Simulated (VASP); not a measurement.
# Nb (Im-3m) in VASP: a series of runs

The runs below take Nb through single point, with LDA.

Everything below comes from runs of VASP 6.6.1. Logs are shortened: lines on timing, memory, paths and dates and some standing lists are left out, and cuts for length are marked.

## (1) The cell of the first run

It takes space group Im-3m (No. 229, cubic). Conventional cell: a = 3.306 Å, b = 3.306 Å, c = 3.306 Å, α = 90.00°, β = 90.00°, γ = 90.00°. Within 3.8 Å of Nb (site symmetry m-3m) lie 14 Nb at 2.86 to 3.31 Å.

## (2) Single point, LDA (volume scaled by 0.98)

INCAR

```
SYSTEM = Nb
PREC = Accurate
ENCUT = 500
EDIFF = 1E-6
ISMEAR = -1
SIGMA = 0.05
LREAL = .FALSE.
LASPH = .TRUE.
NELM = 120
ALGO = Normal
ISIF = 2
LWAVE = .FALSE.
LCHARG = .FALSE.
NBANDS = 12
GGA_COMPAT = .FALSE.
```

KPOINTS

```
Automatic mesh
0
G
  11 11 11
  0 0 0
```

POSCAR

```
Nb
1.0
   -1.6527822138      1.6527822138      1.6527822138
    1.6527822138     -1.6527822138      1.6527822138
    1.6527822138      1.6527822138     -1.6527822138
Nb
1
Direct
    0.0000000000      0.0000000000      0.0000000000
```

Potentials or basis: VASP PAW LDA potentials, release 64 (Nb_sv).

On the command line:

```sh
cat potpaw_LDA.64/Nb_sv/POTCAR > POTCAR
mpirun -np 1 vasp_std > vasp.out
```

OUTCAR:

```text
SYSTEM = Nb
   PREC = Accurate
   ENCUT = 500
   EDIFF = 1E-6
   ISMEAR = -1
   LREAL = .FALSE.
   LASPH = .TRUE.
   NELM = 120
   ISIF = 2

 ion  position               nearest neighbor table
   1  0.000  0.000  0.000-

  LATTYP: Found a body centered cubic cell.
 ALAT       =     3.3055644276

  Lattice vectors:

 A1 = (  -1.6527822138,   1.6527822138,   1.6527822138)
 A2 = (   1.6527822138,  -1.6527822138,   1.6527822138)
 A3 = (   1.6527822138,   1.6527822138,  -1.6527822138)

Analysis of symmetry for initial positions (statically):
=====================================================================
 Subroutine PRICEL returns:
 Original cell was already a primitive cell.

 Routine SETGRP: Setting up the symmetry group for a
 body centered cubic supercell.

 Subroutine GETGRP returns: Found 48 space group operations
 (whereof 48 operations were pure point group operations)
 out of a pool of 48 trial point group operations.

The static configuration has the point symmetry O_h .

Analysis of symmetry for dynamics (positions and initial velocities):
=====================================================================
 Subroutine PRICEL returns:
 Original cell was already a primitive cell.

 Routine SETGRP: Setting up the symmetry group for a
 body centered cubic supercell.

 Subroutine GETGRP returns: Found 48 space group operations
 (whereof 48 operations were pure point group operations)
 out of a pool of 48 trial point group operations.

The dynamic configuration has the point symmetry O_h .

 Subroutine INISYM returns: Found 48 space group operations
 (whereof 48 operations are pure point group operations),
 and found     1 'primitive' translations

----------------------------------------------------------------------------------------

                                     Primitive cell

  volume of cell :      18.0595

  direct lattice vectors                    reciprocal lattice vectors
    -1.652782214  1.652782214  1.652782214     0.000000000  0.302520196  0.302520196
     1.652782214 -1.652782214  1.652782214     0.302520196  0.000000000  0.302520196
     1.652782214  1.652782214 -1.652782214     0.302520196  0.302520196  0.000000000

  length of vectors
     2.862702768  2.862702768  2.862702768     0.427828165  0.427828165  0.427828165

  position of ions in fractional coordinates (direct lattice)
     0.000000000  0.000000000  0.000000000

  ion indices of the primitive-cell ions
   primitive index   ion index
                 1           1

----------------------------------------------------------------------------------------

 KPOINTS: Automatic mesh

Automatic generation of k-mesh.
 Grid dimensions read from file:
 generate k-points for:   11   11   11

 Generating k-lattice:

  Cartesian coordinates                     Fractional coordinates (reciprocal lattice)
     0.000000000  0.027501836  0.027501836     0.090909091  0.000000000  0.000000000
     0.027501836  0.000000000  0.027501836     0.000000000  0.090909091  0.000000000
     0.027501836  0.027501836  0.000000000     0.000000000  0.000000000  0.090909091

  Length of vectors
     0.038893470  0.038893470  0.038893470

  Shift w.r.t. Gamma in fractional coordinates (k-lattice)
     0.000000000  0.000000000  0.000000000

 Subroutine IBZKPT returns following result:
 ===========================================

 Found     56 irreducible k-points:

 Following reciprocal coordinates:
            Coordinates               Weight
  0.000000  0.000000  0.000000      1.000000
  0.090909  0.000000  0.000000     12.000000
  0.181818  0.000000  0.000000     12.000000
  0.272727  0.000000  0.000000     12.000000
  0.363636  0.000000  0.000000     12.000000
  0.454545  0.000000  0.000000     12.000000
[... 16 lines left out ...]
  0.272727  0.181818  0.090909     48.000000
  0.363636  0.181818  0.090909     24.000000
 [... further k-points ...]
   k-points           NKPTS =     56   k-points in BZ     NKDIM =     56   number of bands    NBANDS=     12
   number of dos      NEDOS =    301   number of ions     NIONS =      1
   total plane-waves  NPLWV =  13824
   dimension x,y,z NGX =    24 NGY =   24 NGZ =   24
   dimension x,y,z NGXF=    48 NGYF=   48 NGZF=   48
   ions per type =               1
   NGX,Y,Z   is equivalent  to a cutoff of  13.94, 13.94, 13.94 a.u.
   NGXF,Y,Z  is equivalent  to a cutoff of  27.88, 27.88, 27.88 a.u.
 SYSTEM =  Nb
   PREC   = accura    normal or accurate (medium, high low for compatibility)
   ISTART =      0    job   : 0-new  1-cont  2-samecut
   ICHARG =      2    charge: 1-file 2-atom 10-const
   ISPIN  =      1    spin polarized calculation?
   LNONCOLLINEAR =      F non collinear calculations
   LSORBIT =      F    spin-orbit coupling
   LASPH  =      T    aspherical Exc in radial PAW
   ENCUT  =  500.0 eV  36.75 Ry    6.06 a.u.   5.22  5.22  5.22*2*pi/ulx,y,z
   NELM   =    120;   NELMIN=  2; NELMDL= -5     # of ELM steps
   EDIFF  = 0.1E-05   stopping-criterion for ELM
   LREAL  =      F    real-space projection
   EDIFFG = 0.1E-04   stopping-criterion for IOM
   NSW    =      0    number of steps for IOM
   IBRION =     -1    ionic relax: 0-MD 1-quasi-New 2-CG
   NFREE  =      0    steps in history (QN), initial steepest desc. (CG)
   ISIF   =      2    stress and relaxation
   ISYM   =      2    0-nonsym 1-usesym 2-fastsym
   POTIM  = 0.5000    time-step for ionic-motion
   TEBEG  =    0.0;   TEEND  =   0.0 temperature during run
   PSTRESS=    0.0 pullay stress
   NELECT =      13.0000    total number of electrons
   NUPDOWN=      -1.0000    fix difference up-down
   EMIN   =  10.00;   EMAX   =-10.00  energy-range for DOS
   EFERMI =   0.00;   METHOD = LEGACY
   ISMEAR =    -1;   SIGMA  =   0.05  broadening in eV -4-tet -1-fermi 0-gaus
   EFERMI_NEDOS =   21; number of points for ismear=-14 and -15
   IALGO  =     38    algorithm
   IMIX   =      4    mixing-type and parameters
     AMIX     =   0.40;   BMIX     =  1.00
     AMIX_MAG =   1.60;   BMIX_MAG =  1.00
  volume/ion in A,a.u.               =      18.06       121.87
  Fermi-wavevector in a.u.,A,eV,Ry     =   1.467192  2.772591 29.288619  2.152653
  Thomas-Fermi vector in A             =   2.582839
   LORBIT       =      0    0 simple, 1 ext, 2 COOP (PROOUT), +10 PAW based schemes
   GGA     = CA    functional components
   LHFCALC =     F    Hartree Fock is set to
   AEXX    =    0.0000 exact exchange contribution
   IVDW    =     0    specifies the selected vdW correction
   LEPSILON=     F    determine dielectric tensor
   LRPA    =     F    only Hartree local field effects (RPA)
 non-spin polarized calculation
  energy-cutoff  :      500.00
  volume of cell :       18.06
 maximum number of plane-waves:       472
 NGX is ok and might be reduce to    24
   NGX = 11   NGY = 11   NGZ = 11

 number of electron      13.0000000 magnetization

 Free energy of the ion-electron system (eV)
  ---------------------------------------------------
  ext. energy  EPLUGINS =         0.00000000
  ---------------------------------------------------
  free energy    TOTEN  =       -11.22578414 eV

  energy without entropy =      -11.21022746  energy(sigma->0) =      -11.21800580

 E-fermi :  10.9046     XC(G=0): -12.7028

 val. band max:       10.8907279054   @ k =   0.2727   0.0000   0.0000
 cond. band min:      10.9296621720   @ k =   0.0909   0.0909   0.0000
 fundamental gap:      0.0389342666
 Fermi energy:        10.9046114395

 k-point     1 :       0.0000    0.0000    0.0000
  band No.  band energies     occupation
      1     -43.1256      2.00000
      2     -18.5803      2.00000
      3     -18.5803      2.00000
      4     -18.5803      2.00000
      5       5.0323      2.00000
      6      11.2873      0.00095
      7      11.2873      0.00095
      8      11.2873      0.00095
      9      14.1790      0.00000
     10      14.1790      0.00000
     11      25.1869      0.00000
     12      25.1869      0.00000

 k-point     2 :       0.0909    0.0000    0.0000
  band No.  band energies     occupation
      1     -43.1063      2.00000
      2     -18.6969      2.00000
      3     -18.6157      2.00000
      4     -18.5812      2.00000
      5       5.3692      2.00000
      6      11.0839      0.05390
      7      11.2321      0.00285
      8      11.6131      0.00000
      9      13.8913      0.00000
     10      14.1822      0.00000
     11      25.4506      0.00000
     12      25.7706      0.00000

 k-point     3 :       0.1818    0.0000    0.0000
  band No.  band energies     occupation
      1     -43.0541      2.00000
      2     -19.0021      2.00000
      3     -18.7098      2.00000
      4     -18.5839      2.00000
      5       6.2453      2.00000
      6      10.5874      1.99649
      7      10.9803      0.36079
      8      12.5565      0.00000
      9      13.5812      0.00000
     10      14.2287      0.00000
     11      25.7767      0.00000
     12      27.1339      0.00000
[... 286 lines left out ...]
 k-point    23 :       0.2727    0.1818    0.0909
  band No.  band energies     occupation
      1     -42.8776      2.00000
      2     -19.7031      2.00000
      3     -19.1108      2.00000
      4     -18.7985      2.00000
      5       8.6465      2.00000
      6       9.4300      2.00000
      7      10.7268      1.94454
      8      14.4471      0.00000
      9      14.9067      0.00000
     10      19.1180      0.00000
     11      22.3999      0.00000
     12      24.2350      0.00000

 k-point    24 :       0.3636    0.1818    0.0909
  band No.  band energies     occupation
      1     -42.8634      2.00000
      2     -19.7087      2.00000
      3     -19.2005      2.00000
      4     -18.8082      2.00000
      5       8.5537      2.00000
      6       9.3750      2.00000
      7      11.2966      0.00079
      8      14.5696      0.00000
      9      14.9738      0.00000
     10      20.0176      0.00000
     11      21.3166      0.00000
     12      23.6639      0.00000

 [... further k-points ...]

------------------------ aborting loop because EDIFF is reached ----------------------------------------

  FORCE on cell =-STRESS in cart. coord.  units (eV):
  Direction    XX          YY          ZZ          XY          YZ          ZX
  --------------------------------------------------------------------------------------
  -------------------------------------------------------------------------------------
  Total       -0.9751384     -0.9751384     -0.9751384      0.0000000     -0.0000000      0.0000000
  in kB      -86.5107230    -86.5107230    -86.5107230      0.0000000     -0.0000000      0.0000000
  external PRESSURE =     -86.5107230 kB  Pullay stress =       0.0000000 kB

 VOLUME and BASIS-vectors are now :
 -----------------------------------------------------------------------------
  energy-cutoff  :      500.00
  volume of cell :       18.06
      direct lattice vectors                 reciprocal lattice vectors
    -1.652782214  1.652782214  1.652782214     0.000000000  0.302520196  0.302520196
     1.652782214 -1.652782214  1.652782214     0.302520196  0.000000000  0.302520196
     1.652782214  1.652782214 -1.652782214     0.302520196  0.302520196  0.000000000

 POSITION                                       TOTAL-FORCE (eV/Angst)
 -----------------------------------------------------------------------------------
      0.00000      0.00000      0.00000         0.000000     -0.000000      0.000000
 -----------------------------------------------------------------------------------
    total drift:                                0.000000      0.000000     -0.000000

  FREE ENERGIE OF THE ION-ELECTRON SYSTEM (eV)
  ---------------------------------------------------
  free  energy   TOTEN  =       -11.2257841412 eV

  energy  without entropy=      -11.2102274578  energy(sigma->0) =      -11.21800580
```

Wall time 19 s (1 thread of Intel Xeon 8259CL, shared host); peak memory 0.13 GiB.

Results:

```
Free energy : -11.2258 eV
Pressure    : -8.7 GPa
```

Caveat: the cell differs from its parent crystal (volume scaled by 0.98).

## (3) Single point, LDA

This run uses another cell than the first one, of 18.43 Å³/atom, 1.020 times its volume.

INCAR

```
PREC = Accurate
ENCUT = 500
EDIFF = 1E-6
ISMEAR = -1
SIGMA = 0.05
LREAL = False
LASPH = True
NELM = 120
ALGO = Normal
ISIF = 2
LWAVE = False
LCHARG = True
GGA = CA
LELF = True
LVHAR = True
NBANDS = 12
GGA_COMPAT = False
```

KPOINTS

```
regular mesh
0
Gamma
  11 11 11
```

POSCAR

```
Nb
1.0
   -1.6639500000      1.6639500000      1.6639500000
    1.6639500000     -1.6639500000      1.6639500000
    1.6639500000      1.6639500000     -1.6639500000
Nb
1
Direct
    0.0000000000      0.0000000000      0.0000000000
```

Potentials or basis: VASP PAW LDA potentials, release 64 (Nb_sv).

On the command line:

```sh
cat potpaw_LDA.64/Nb_sv/POTCAR > POTCAR
mpirun -np 1 vasp_std > vasp.out
```

It took 18 s on 1 thread of Intel Xeon 8259CL, shared host; peak memory 0.13 GiB.

The run converged. Its results:

```
Free energy : -11.2028 eV
Pressure    : -11.7 GPa
```

Levels at points of the mesh, in eV from the Fermi level:
```
           k point  band 4  band 5  band 6  band 7  band 8  band 9
(0.00, 0.00, 0.00)  -29.56   -5.84    0.39    0.39    0.39    3.21
```

[end of part 1 of 2]
